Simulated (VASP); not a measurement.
# GaP in VASP: further runs, part 3 of 3

VASP 6.6.1.

## 5. Electric field gradients, PBEsol (zz strain of -2 %)

Input file INCAR:

```
PREC = Accurate
ENCUT = 520
EDIFF = 1E-8
ISMEAR = -1
SIGMA = 0.08
LREAL = False
LASPH = True
NELM = 100
ALGO = Normal
ISIF = 2
LWAVE = False
LCHARG = False
GGA = PS
LEFG = True
NBANDS = 16
```

Input file KPOINTS:

```
Automatic mesh
0
Gamma
  12 12 12
```

Input file POSCAR:

```
GaP
1.0
    0.0000000000      2.7252500000      2.6707450000
    2.7252500000      0.0000000000      2.6707450000
    2.7252500000      2.7252500000      0.0000000000
Ga P
1 1
Direct
    0.0000000000      0.0000000000      0.0000000000
    0.7500000000      0.7500000000      0.7500000000
```

Potentials or basis: VASP PAW PBE potentials, release 64 (Ga_d, P).

Started as:

```sh
cat potpaw_PBE.64/Ga_d/POTCAR potpaw_PBE.64/P/POTCAR > POTCAR
mpirun -np 1 vasp_std > vasp.out
```

OUTCAR:

```text
PREC = Accurate
   ENCUT = 520
   EDIFF = 1E-8
   ISMEAR = -1
   LREAL = False
   LASPH = True
   NELM = 100
   ISIF = 2
   GGA = PS

 ion  position               nearest neighbor table
   1  0.000  0.000  0.000-   2 2.34   2 2.34   2 2.34   2 2.34
   2  0.750  0.750  0.750-   1 2.34   1 2.34   1 2.34   1 2.34

  LATTYP: Found a body centered tetragonal cell.
 ALAT       =     3.8540855109
 C/A-ratio  =     1.3859292911

  Lattice vectors:

 A1 = (   0.0000000000,  -2.7252500000,  -2.6707450000)
[... 668 lines left out ...]
  ---------------------------------------------------
  free  energy   TOTEN  =        -9.9194326353 eV

  energy  without entropy=       -9.9194287338  energy(sigma->0) =       -9.91943068

 Electric field gradients (V/A^2)
---------------------------------------------------------------------
 ion       V_xx      V_yy      V_zz      V_xy      V_xz      V_yz
---------------------------------------------------------------------
   1      -1.770    -1.770     3.539    -0.005     0.002     0.002
   2       1.153     1.153    -2.307    -0.000     0.000     0.000
---------------------------------------------------------------------

 Electric field gradients after diagonalization (V/A^2)
 (convention: |V_zz| > |V_xx| > |V_yy|)
----------------------------------------------------------------------
 ion       V_xx      V_yy      V_zz     asymmetry (V_yy - V_xx)/ V_zz
----------------------------------------------------------------------
   1      -1.775    -1.765     3.539       0.003
   2       1.154     1.153    -2.307       0.000
----------------------------------------------------------------------

           NMR quadrupolar parameters

 Cq : quadrupolar parameter    Cq=e*Q*V_zz/h
 eta: asymmetry parameters     (V_yy - V_xx)/ V_zz
 Q  : nuclear electric quadrupole moment in mb (millibarn)
----------------------------------------------------------------------
 ion       Cq(MHz)       eta       Q (mb)
----------------------------------------------------------------------
   1       0.009       0.003       1.000
   2      -0.006       0.000       1.000
----------------------------------------------------------------------
```

OSZICAR:

```text
N       E                     dE             d eps       ncg     rms          rms(c)
DAV:   1     0.823654628685E+02    0.82365E+02   -0.90377E+03  5392   0.162E+03
DAV:   2    -0.379933207081E+01   -0.86165E+02   -0.81873E+02  6056   0.318E+02
DAV:   3    -0.101082329387E+02   -0.63089E+01   -0.62872E+01  6544   0.660E+01
DAV:   4    -0.102096806077E+02   -0.10145E+00   -0.10143E+00  6472   0.909E+00
DAV:   5    -0.102116866889E+02   -0.20061E-02   -0.20060E-02  6776   0.113E+00    0.422E+00
DAV:   6    -0.996211804135E+01    0.24957E+00   -0.35299E-01  8200   0.117E+01    0.268E+00
DAV:   7    -0.992207601301E+01    0.40042E-01   -0.83579E-02  7544   0.227E+00    0.100E+00
DAV:   8    -0.991924511507E+01    0.28309E-02   -0.12008E-02  6216   0.129E+00    0.185E-01
DAV:   9    -0.991938639139E+01   -0.14128E-03   -0.10269E-03  7544   0.436E-01    0.651E-02
DAV:  10    -0.991940708113E+01   -0.20690E-04   -0.62167E-05  7944   0.829E-02    0.285E-02
DAV:  11    -0.991943262996E+01   -0.25549E-04   -0.26330E-05  6168   0.534E-02    0.629E-03
DAV:  12    -0.991943251821E+01    0.11175E-06   -0.10357E-06  6632   0.117E-02    0.452E-03
DAV:  13    -0.991943264218E+01   -0.12397E-06   -0.34481E-07  6864   0.483E-03    0.147E-03
DAV:  14    -0.991943263527E+01    0.69117E-08   -0.63099E-09  5216   0.789E-04
   1 F= -.99194326E+01 E0= -.99194307E+01  d E =-.390144E-05
```

stdout:

```text
POSCAR found type information on POSCAR GaP
 POSCAR found :  2 types and       2 ions
 scaLAPACK will be used
 -----------------------------------------------------------------------------
|                                                                             |
|                                                                             |
|     You enforced a specific xc type in the INCAR file but a different       |
|     I HOPE YOU KNOW WHAT YOU ARE DOING!                                     |
|                                                                             |
 -----------------------------------------------------------------------------

 LDA part: xc-table for (Slater+PW92), standard interpolation
 POSCAR, INCAR and KPOINTS ok, starting setup
 FFT: planning ... GRIDC
 FFT: planning ... GRID_SOFT
 FFT: planning ... GRID
 WAVECAR not read
 entering main loop
ion   1

ion   2
```

Wall time 1.9 min (1 thread of AMD EPYC 7R43 (Zen 3), shared host); peak memory 0.19 GiB.

What came out:

| Property | Result |
| --- | --- |
| Free energy | -9.9194 eV |
| Pressure | 1.1 GPa |
| Band gap on the k mesh | 1.24 eV, indirect (least direct gap 1.84 eV) |

Stress tensor (GPa, compression positive):
```
0.63 0.00 0.00
0.00 0.63 0.00
0.00 0.00 2.09
```

Electric field gradients, principal values (V/Å²):
```tsv
atom	least	middle	greatest (by size)
1 Ga	-1.765	-1.775	3.539
2 P	1.153	1.154	-2.307
```

Caveat: the cell differs from its parent crystal (zz strain of -2 %); without QUAD_EFG the Cq values of the log hold for a quadrupole moment of 1 mb, not for the nuclei; the PAW data sets were made with another functional, which shifts forces and pressure a little. A k mesh can miss the band edges.

## 6. Electric field gradients, PBEsol (zz strain of -1 %)

Input file INCAR:

```
PREC = Accurate
ENCUT = 520
EDIFF = 1E-8
ISMEAR = -1
SIGMA = 0.08
LREAL = F
LASPH = T
NELM = 80
ALGO = Normal
ISIF = 2
LWAVE = F
LCHARG = F
GGA = PS
LEFG = T
NBANDS = 16
```

KPOINTS is that of step 5.

Input file POSCAR:

```
GaP
1.0
    0.0000000000      2.7252500000      2.6979975000
    2.7252500000      0.0000000000      2.6979975000
    2.7252500000      2.7252500000      0.0000000000
Ga P
1 1
Direct
    0.0000000000      0.0000000000      0.0000000000
    0.7500000000      0.7500000000      0.7500000000
```

Potentials or basis: VASP PAW PBE potentials, release 64 (Ga_d, P).

Started as:

```sh
cat potpaw_PBE.64/Ga_d/POTCAR potpaw_PBE.64/P/POTCAR > POTCAR
mpirun -np 1 vasp_std > vasp.out
```

OUTCAR:

```text
PREC = Accurate
   ENCUT = 520
   EDIFF = 1E-8
   ISMEAR = -1
   LREAL = F
   LASPH = T
   NELM = 80
   ISIF = 2
   GGA = PS

 ion  position               nearest neighbor table
   1  0.000  0.000  0.000-   2 2.35   2 2.35   2 2.35   2 2.35
   2  0.750  0.750  0.750-   1 2.35   1 2.35   1 2.35   1 2.35

  LATTYP: Found a body centered tetragonal cell.
 ALAT       =     3.8540855109
 C/A-ratio  =     1.4000714267

  Lattice vectors:

 A1 = (   0.0000000000,  -2.7252500000,  -2.6979975000)
 A2 = (   0.0000000000,   2.7252500000,  -2.6979975000)
 A3 = (   2.7252500000,   0.0000000000,   2.6979975000)

Analysis of symmetry for initial positions (statically):
=====================================================================
 Subroutine PRICEL returns:
 Original cell was already a primitive cell.

 Routine SETGRP: Setting up the symmetry group for a
 body centered tetragonal supercell.

[... 644 lines left out ...]
  volume of cell :       40.08
      direct lattice vectors                 reciprocal lattice vectors
     0.000000000  2.725250000  2.697997500    -0.183469406  0.183469406  0.185322633
     2.725250000  0.000000000  2.697997500     0.183469406 -0.183469406  0.185322633
     2.725250000  2.725250000  0.000000000     0.183469406  0.183469406 -0.185322633

 POSITION                                       TOTAL-FORCE (eV/Angst)
 -----------------------------------------------------------------------------------
      0.00000      0.00000      0.00000         0.000000      0.000000      0.000000
      4.08788      4.08788      4.04700        -0.000000     -0.000000      0.000000
 -----------------------------------------------------------------------------------
    total drift:                               -0.000000     -0.000000     -0.000000

  FREE ENERGIE OF THE ION-ELECTRON SYSTEM (eV)
  ---------------------------------------------------
  free  energy   TOTEN  =        -9.9229927030 eV

  energy  without entropy=       -9.9229897515  energy(sigma->0) =       -9.92299123

 Electric field gradients (V/A^2)
---------------------------------------------------------------------
 ion       V_xx      V_yy      V_zz      V_xy      V_xz      V_yz
---------------------------------------------------------------------
   1      -0.871    -0.871     1.741    -0.001    -0.000    -0.000
   2       0.582     0.582    -1.164    -0.000    -0.000    -0.000
---------------------------------------------------------------------

 Electric field gradients after diagonalization (V/A^2)
 (convention: |V_zz| > |V_xx| > |V_yy|)
----------------------------------------------------------------------
 ion       V_xx      V_yy      V_zz     asymmetry (V_yy - V_xx)/ V_zz
----------------------------------------------------------------------
   1      -0.871    -0.870     1.741       0.001
   2       0.582     0.582    -1.164       0.000
----------------------------------------------------------------------

           NMR quadrupolar parameters

 Cq : quadrupolar parameter    Cq=e*Q*V_zz/h
 eta: asymmetry parameters     (V_yy - V_xx)/ V_zz
 Q  : nuclear electric quadrupole moment in mb (millibarn)
----------------------------------------------------------------------
 ion       Cq(MHz)       eta       Q (mb)
----------------------------------------------------------------------
   1       0.004       0.001       1.000
   2      -0.003       0.000       1.000
----------------------------------------------------------------------
```

OSZICAR:

```text
N       E                     dE             d eps       ncg     rms          rms(c)
DAV:   1     0.807491997961E+02    0.80749E+02   -0.89783E+03  5368   0.160E+03
DAV:   2    -0.389203232845E+01   -0.84641E+02   -0.80357E+02  5896   0.312E+02
DAV:   3    -0.101091566802E+02   -0.62171E+01   -0.61952E+01  6480   0.658E+01
DAV:   4    -0.102090504771E+02   -0.99894E-01   -0.99866E-01  6624   0.897E+00
DAV:   5    -0.102109207391E+02   -0.18703E-02   -0.18702E-02  6720   0.108E+00    0.417E+00
DAV:   6    -0.996458524724E+01    0.24634E+00   -0.35135E-01  8184   0.115E+01    0.265E+00
DAV:   7    -0.992562233060E+01    0.38963E-01   -0.81551E-02  7504   0.223E+00    0.994E-01
DAV:   8    -0.992279926466E+01    0.28231E-02   -0.11849E-02  6248   0.127E+00    0.178E-01
DAV:   9    -0.992294409339E+01   -0.14483E-03   -0.10133E-03  7520   0.435E-01    0.650E-02
DAV:  10    -0.992296658463E+01   -0.22491E-04   -0.61391E-05  7856   0.812E-02    0.286E-02
DAV:  11    -0.992299269175E+01   -0.26107E-04   -0.26906E-05  6176   0.536E-02    0.616E-03
DAV:  12    -0.992299258328E+01    0.10848E-06   -0.10320E-06  6576   0.115E-02    0.442E-03
DAV:  13    -0.992299270876E+01   -0.12548E-06   -0.34735E-07  6912   0.484E-03    0.145E-03
DAV:  14    -0.992299270302E+01    0.57403E-08   -0.62268E-09  5144   0.778E-04
   1 F= -.99229927E+01 E0= -.99229912E+01  d E =-.295149E-05
```

Run time: 2.3 min. Hardware: 1 thread of AMD EPYC 7R43 (Zen 3), shared host; peak memory 0.2 GiB.

Results:

| Quantity | Value |
| --- | --- |
| Free energy | -9.9230 eV |
| Pressure | 0.2 GPa |
| Band gap on the k mesh | 1.36 eV, indirect (least direct gap 1.80 eV) |

Levels at points of the mesh, in eV from the valence-band top:
```
           k point  band 5  band 6  band 7  band 8  band 9  band 10  band 11  band 12  band 13  band 14
(0.00, 0.00, 0.00)  -14.49  -12.64   -0.06   -0.06    0.00     1.80     3.77     3.80     3.80     8.57
(0.50, 0.00, 0.00)  -14.48  -10.51   -6.79   -1.22   -1.14     1.58     4.57     4.65     8.07    10.77
(0.50, 0.50, 0.00)  -14.47   -9.56   -6.85   -2.83   -2.83     1.41     1.60    10.58    10.58    11.20
(0.50, 0.00, 0.50)  -14.47   -9.60   -6.91   -2.76   -2.76     1.48     1.70    10.58    10.58    11.10
```

Electric field gradients, principal values (V/Å²):
```
atom   least  middle  greatest (by size)
1 Ga  -0.870  -0.871               1.741
 2 P   0.582   0.582              -1.164
```

Caveat: the cell differs from its parent crystal (zz strain of -1 %); without QUAD_EFG the Cq values of the log hold for a quadrupole moment of 1 mb, not for the nuclei; the PAW data sets were made with another functional, which shifts forces and pressure a little.

## 7. Overview

| cell | gap on the mesh (eV) | pressure (GPa) |
| --- | --- | --- |
| a = 3.930 Å, angles 60.0°, 2 atoms | 1.28 | -4.8 |
| a = 3.816, b = 3.816, c = 3.854 Å, angles 59.7, 59.7, 60.7°, 2 atoms | 1.24 | 1.1 |
| a = 3.835, b = 3.835, c = 3.854 Å, angles 59.8, 59.8, 60.3°, 2 atoms | 1.36 | 0.2 |

Alike in all rows: task electric field gradients; level PBEsol; potentials or basis VASP PAW PBE potentials, release 64 (Ga_d, P); no spin polarisation; k mesh 12 × 12 × 12; cutoff (eV) 520; smearing fermi-dirac 0.08 eV.

Caveats: the PAW data sets were made with another functional, which shifts forces and pressure a little.

Absolute energies hang on the potentials; compare differences alone.
